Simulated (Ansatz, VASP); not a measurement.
ScAl2: VASP beside Ansatz

```
Sc Al
1.0
     0.00000    3.77765    3.77765
     3.77765    0.00000    3.77765
     3.77765    3.77765    0.00000
Sc Al
2 4
Direct
  0.50000 0.50000 0.50000
  0.75000 0.75000 0.75000
  0.12500 0.12500 0.12500
  0.62500 0.12500 0.12500
  0.12500 0.62500 0.12500
  0.12500 0.12500 0.62500
```

Alike in both runs: task relaxation of cell and atoms; functional r2SCAN; k mesh 4 × 4 × 4; occupations gaussian, width 0.1 eV; no spin polarisation.

|  | VASP | Ansatz |
| --- | --- | --- |
| version | VASP 6.6.1 | Ansatz 0.2.0 |
| potentials or method | VASP PAW PBE potentials, release 64 (Sc_sv, Al), cutoff 600 eV | scalar-relativistic, plane waves, PAW |
| valence electrons in the cell | 34 | 34 |

|  | VASP | Ansatz | Ansatz less VASP |
| --- | --- | --- | --- |
| gap on the k mesh at the Fermi level, each at its own relaxed structure (eV) | none | none | - |
| relaxed volume (Å³/atom) | 18.00 | 18.00 | -0.002 |
| relaxed cell length with the largest relative difference (Å) | 5.345 | 5.345 | -0.0002 |

VASP's potentials were made for PBE, not for r2SCAN. A gap of «none» marks a metal or a gap that the smearing closes.

The k mesh is coarse, so the values compare programs but aren't converged.
